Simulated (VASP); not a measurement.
A run of VASP 6.6.1 is set up as follows.

File INCAR:

```
SYSTEM = PbO2
PREC = Accurate
ENCUT = 600
EDIFF = 1E-6
ISMEAR = 0
SIGMA = 0.05
LREAL = .False.
LASPH = .True.
NELM = 60
ALGO = Normal
ISIF = 4
LWAVE = .False.
LCHARG = .False.
IBRION = 2
NSW = 60
EDIFFG = -0.01
```

KPOINTS

```
Automatic mesh
0
Gamma
  6 6 8
  0 0 0
```

The input POSCAR:

```
PbO2
1.0
    4.8572898415      0.0000000000      0.0000000000
    0.0000000000      4.8572898415      0.0000000000
    0.0000000000      0.0000000000      3.3618111726
Pb O
2 4
Direct
    0.0000000000      0.0000000000      0.0000000000
    0.5000000000      0.5000000000      0.5000000000
    0.3071878238      0.3071878238      0.0000000000
    0.8071878238      0.1928121762      0.5000000000
    0.1928121762      0.8071878238      0.5000000000
    0.6928121762      0.6928121762      0.0000000000
```

Potentials or basis: VASP PAW LDA potentials, release 64 (Pb_d, O).

Run with:

```bash
$ cat potpaw_LDA.64/Pb_d/POTCAR potpaw_LDA.64/O/POTCAR > POTCAR
$ mpirun -np 1 vasp_std > vasp.out
```

Q: Estimate the band gap on the k mesh.

A: 0.12 eV (least direct gap 0.39 eV).

Final structure:
```
Pb O
1.0
     4.84102    0.00000    0.00000
     0.00000    4.84102    0.00000
     0.00000    0.00000    3.38445
Pb O
2 4
Direct
  0.00000 0.00000 0.00000
  0.50000 0.50000 0.50000
  0.30711 0.30711 0.00000
  0.80711 0.19289 0.50000
  0.19289 0.80711 0.50000
  0.69289 0.69289 0.00000
```

Caveat: spin-orbit coupling is left out, which moves the levels of the heavy elements. A k mesh can miss the band edges.
